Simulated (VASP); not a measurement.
# Ba (P6/mmm) in VASP: further runs, part 2 of 2

VASP 6.6.1. The steps go on from the part before.

## Step 4: Single point, PBE (strained)

File INCAR:

```
  ALGO = Fast
  EDIFF = 1E-7
  ENCUT = 520
  GGA = PE
  ISIF = 2
  ISMEAR = 0
  LASPH = True
  LCHARG = False
  LREAL = False
  LWAVE = False
  NBANDS = 17
  NELM = 80
  PREC = Accurate
  SIGMA = 0.1
```

File KPOINTS:

```
k-points
0
Gamma
  9 9 12
```

File POSCAR:

```
Ba
1.0
    7.1251445110      0.0000000000      0.0000000000
   -3.5625722556      6.1705561521      0.0000000000
    0.0000000000      0.0000000000      4.2160854740
Ba
2
Direct
    0.3333333300      0.6666666700      0.5000000000
    0.6666666700      0.3333333300      0.5000000000
```

Potentials or basis: VASP PAW PBE potentials, release 64 (Ba_sv).

The run is started by

```bash
> cat potpaw_PBE.64/Ba_sv/POTCAR > POTCAR
> mpirun -np 1 vasp_std > vasp.out
```

OUTCAR:

```text
EDIFF = 1E-7
   ENCUT = 520
   GGA = PE
   ISIF = 2
   ISMEAR = 0
   LASPH = True
   LREAL = False
   NELM = 80
   PREC = Accurate

 ion  position               nearest neighbor table
   1  0.333  0.667  0.500-   2 4.11   2 4.11   2 4.11
   2  0.667  0.333  0.500-   1 4.11   1 4.11   1 4.11

  LATTYP: Found a hexagonal cell.
 ALAT       =     7.1251445110
 C/A-ratio  =     0.5917192932

  Lattice vectors:

 A1 = (   7.1251445110,   0.0000000000,   0.0000000000)
 A2 = (  -3.5625722556,   6.1705561521,   0.0000000000)
 A3 = (   0.0000000000,   0.0000000000,   4.2160854740)

Analysis of symmetry for initial positions (statically):
=====================================================================
 Subroutine PRICEL returns:
 Original cell was already a primitive cell.

 Routine SETGRP: Setting up the symmetry group for a
 hexagonal supercell.

 Subroutine GETGRP returns: Found 24 space group operations
 (whereof 24 operations were pure point group operations)
 out of a pool of 24 trial point group operations.

The static configuration has the point symmetry D_6h.

Analysis of symmetry for dynamics (positions and initial velocities):
=====================================================================
 Subroutine PRICEL returns:
 Original cell was already a primitive cell.

 Routine SETGRP: Setting up the symmetry group for a
 hexagonal supercell.

 Subroutine GETGRP returns: Found 24 space group operations
 (whereof 24 operations were pure point group operations)
 out of a pool of 24 trial point group operations.

The dynamic configuration has the point symmetry D_6h.

 Subroutine INISYM returns: Found 24 space group operations
 (whereof 24 operations are pure point group operations),
 and found     1 'primitive' translations

----------------------------------------------------------------------------------------

                                     Primitive cell

[... 110 lines left out ...]
     AMIX_MAG =   1.60;   BMIX_MAG =  1.00
  volume/ion in A,a.u.               =      92.68       625.45
  Fermi-wavevector in a.u.,A,eV,Ry     =   0.779368  1.472791  8.264368  0.607414
  Thomas-Fermi vector in A             =   1.882457
   LORBIT       =      0    0 simple, 1 ext, 2 COOP (PROOUT), +10 PAW based schemes
   GGA     = PE    functional components
   LHFCALC =     F    Hartree Fock is set to
   AEXX    =    0.0000 exact exchange contribution
   IVDW    =     0    specifies the selected vdW correction
   LEPSILON=     F    determine dielectric tensor
   LRPA    =     F    only Hartree local field effects (RPA)
 non-spin polarized calculation
 RMM-DIIS sequential band-by-band and
 Gauss-broadening in eV      SIGMA  =   0.10
  energy-cutoff  :      520.00
  volume of cell :      185.36
 maximum number of plane-waves:      5013
 NGX is ok and might be reduce to    54
   NGX = 27   NGY = 27   NGZ = 15

 number of electron      19.9999997 magnetization

 Free energy of the ion-electron system (eV)
  ---------------------------------------------------
  ext. energy  EPLUGINS =         0.00000000
  ---------------------------------------------------
  free energy    TOTEN  =        -2.30551463 eV

  energy without entropy =       -2.26663016  energy(sigma->0) =       -2.28607240

 E-fermi :   0.3157     XC(G=0):  -6.1022

 val. band max:        0.3115036721   @ k =   0.2222   0.2222   0.2500
 cond. band min:       0.3172223174   @ k =   0.2222   0.2222   0.5000
 fundamental gap:      0.0057186453
 Fermi energy:         0.3156645332

 k-point     1 :       0.0000    0.0000    0.0000
  band No.  band energies     occupation
      1     -29.1525      2.00000
      2     -29.0980      2.00000
      3     -14.4946      2.00000
      4     -14.4946      2.00000
      5     -14.1667      2.00000
      6     -14.1667      2.00000
[... 457 lines left out ...]
      4     -14.3306      2.00000
      5     -14.3306      2.00000
      6     -14.1215      2.00000
[... 9 lines left out ...]
     16       2.0590      0.00000
     17       2.6449      0.00000

 [... further k-points ...]

------------------------ aborting loop because EDIFF is reached ----------------------------------------

  FORCE on cell =-STRESS in cart. coord.  units (eV):
  Direction    XX          YY          ZZ          XY          YZ          ZX
  --------------------------------------------------------------------------------------
  -------------------------------------------------------------------------------------
  Total        0.3927203      0.3927203     -1.1184373     -0.0000000     -0.0000000      0.0000000
  in kB        3.3944272      3.3944272     -9.6670693     -0.0000000     -0.0000000      0.0000000
  external PRESSURE =      -0.9594049 kB  Pullay stress =       0.0000000 kB

 VOLUME and BASIS-vectors are now :
 -----------------------------------------------------------------------------
  energy-cutoff  :      520.00
  volume of cell :      185.36
      direct lattice vectors                 reciprocal lattice vectors
     7.125144511  0.000000000  0.000000000     0.140348031  0.081029973  0.000000000
    -3.562572256  6.170556152  0.000000000     0.000000000  0.162059947  0.000000000
     0.000000000  0.000000000  4.216085474     0.000000000  0.000000000  0.237186842

 POSITION                                       TOTAL-FORCE (eV/Angst)
 -----------------------------------------------------------------------------------
     -0.00000      4.11370      2.10804        -0.000000     -0.000000      0.000000
      3.56257      2.05685      2.10804         0.000000      0.000000     -0.000000
 -----------------------------------------------------------------------------------
    total drift:                               -0.000000      0.000000      0.000000

  FREE ENERGIE OF THE ION-ELECTRON SYSTEM (eV)
  ---------------------------------------------------
  free  energy   TOTEN  =        -2.3055146328 eV

  energy  without entropy=       -2.2666301604  energy(sigma->0) =       -2.28607240
```

stdout:

```text
POSCAR found type information on POSCAR Ba
 POSCAR found :  1 types and       2 ions
 scaLAPACK will be used
 LDA part: xc-table for (Slater+PW92), standard interpolation
 POSCAR, INCAR and KPOINTS ok, starting setup
 FFT: planning ... GRIDC
 FFT: planning ... GRID_SOFT
 FFT: planning ... GRID
 WAVECAR not read
 entering main loop
WARNING in EDDRMM: call to ZHEGV failed, returncode =   6  3     14
WARNING in EDDRMM: call to ZHEGV failed, returncode =   6  3     14
WARNING in EDDRMM: call to ZHEGV failed, returncode =   6  3     15
WARNING in EDDRMM: call to ZHEGV failed, returncode =   8  4     10
WARNING in EDDRMM: call to ZHEGV failed, returncode =   6  3     14
 num prob WARNING in EDDRMM: call to ZHEGV failed, returncode =   6  3      9
WARNING in EDDRMM: call to ZHEGV failed, returncode =   6  3      9
WARNING in EDDRMM: call to ZHEGV failed, returncode =   6  3      9
 num prob WARNING in EDDRMM: call to ZHEGV failed, returncode =   6  3     11
WARNING in EDDRMM: call to ZHEGV failed, returncode =   6  3     11
WARNING in EDDRMM: call to ZHEGV failed, returncode =   6  3     11
 num prob  num prob  num prob  num prob  num prob  num prob  num prob WARNING in EDDRMM: call to ZHEGV failed, returncode =   6  3     13
 num prob  num prob  num prob  num prob  num prob  num prob  num prob WARNING in EDDRMM: call to ZHEGV failed, returncode =   8  4     13
```

Wall time 8.4 min (1 thread of Oxide Virtual Turin-like, shared host); peak memory 0.4 GiB.

Results:

- Free energy: -2.3055 eV
- Pressure: -0.1 GPa
- Band gap on the k mesh: zero (bands 10 and 11 overlap by 0.79 eV)

Levels at points of the mesh, in eV from the Fermi level:
```tsv
k point	band 7	band 8	band 9	band 10	band 11	band 12	band 13	band 14
(0.00, 0.00, 0.00)	-14.37	-14.31	-2.20	0.19	0.37	0.73	0.73	0.90
(0.00, 0.00, 0.50)	-14.45	-14.45	-0.44	-0.03	-0.03	0.68	1.50	1.50
```

Caveat: the cell differs from its parent crystal (strained); spin-orbit coupling is left out, which moves the levels of the heavy elements.

## Step 5: Summary

| cell | further INCAR settings | gap on the mesh (eV) | pressure (GPa) |
| --- | --- | --- | --- |
| a = 7.058, b = 7.058, c = 4.061 Å, angles 90.0, 90.0, 120.0°, 2 atoms | ALGO = Fast; EDIFF = 1e-06; NBANDS = 17 | none | 0.0 |
| a = 7.172, b = 7.172, c = 4.066 Å, angles 90.0, 90.0, 120.0°, 2 atoms | ALGO = Fast; EDIFF = 1e-07; NBANDS = 17 | none | 0.0 |
| a = 7.125, b = 7.125, c = 4.216 Å, angles 90.0, 90.0, 120.0°, 2 atoms | ALGO = Fast; EDIFF = 1e-07; NBANDS = 17 | none | -0.1 |

Alike in all rows: task single point; level PBE; potentials or basis VASP PAW PBE potentials, release 64 (Ba_sv); no spin polarisation; k mesh 9 × 9 × 12; cutoff (eV) 520; smearing gaussian 0.1 eV.

Caveats: spin-orbit coupling is left out, which moves the levels of the heavy elements.

Absolute energies hang on the potentials; compare differences alone.
